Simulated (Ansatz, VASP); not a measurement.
# CaO: VASP beside Ansatz

The input INCAR:

```
PREC     = Accurate       # precision mode
ENCUT    = 520            # plane-wave cutoff, eV
EDIFF    = 1E-7           # SCF threshold, eV
ISMEAR   = -1             # smearing method
SIGMA    = 0.05           # smearing width, eV
LREAL    = False          # projectors in reciprocal space
LASPH    = True           # aspherical terms in the spheres
NELM     = 100            # most SCF steps
ALGO     = Normal         # electronic algorithm
ISIF     = 2              # what is computed and relaxed
LWAVE    = False          # write WAVECAR
LCHARG   = True           # write CHGCAR
GGA      = PS             # functional
IVDW     = 13             # dispersion correction
LELF     = True           # ELF
LVHAR    = True         
NBANDS   = 15             # bands
```

Contents of KPOINTS:

```
regular mesh
0
Gamma
  10 10 10
```

File POSCAR:

```
CaO
1.0
    0.0000000000      2.4506962070      2.4506962070
    2.4506962070      0.0000000000      2.4506962070
    2.4506962070      2.4506962070      0.0000000000
Ca O
1 1
Direct
    0.0000000000      0.0000000000      0.0000000000
    0.5000000000      0.5000000000      0.5000000000
```

The input input.yaml:

```yaml
crystal:
  lattice:
    - [0.0, 2.450696207, 2.450696207]
    - [2.450696207, 0.0, 2.450696207]
    - [2.450696207, 2.450696207, 0.0]
  atoms:
    - { symbol: Ca, position: [0.0, 0.0, 0.0] }
    - { symbol: O, position: [0.5, 0.5, 0.5] }
hamiltonian:
  xc: pbesol
  pseudopotentials: { kind: paw }
  dispersion: d4
kpoints:
  mp_grid: { grid: [10, 10, 10] }
scf:
  occupations: { method: fermi_dirac, width: 0.05 }
output:
  forces: true
  stress: true
  eigenvalues: true
```

Alike in both runs: task single point; functional PBEsol; dispersion D4; k mesh 10 × 10 × 10; occupations fermi-dirac, width 0.05 eV; no spin polarisation.

```csv
,VASP,Ansatz
version,VASP 6.6.1,Ansatz 0.2.0
potentials or method,"VASP PAW PBE potentials, release 64 (Ca_sv, O)",Ansatz PAW
plane-wave cutoff (eV),520,420
valence electrons in the cell,16,16
```

```csv
,VASP,Ansatz,Ansatz less VASP
gap on the k mesh at the Fermi level (eV),3.55,3.57,+0.018
least direct gap on the mesh (eV),3.94,3.96,+0.018
pressure (GPa),-8.6,-9.1,-0.44
```

VASP's potentials were made for PBE, not for PBEsol.
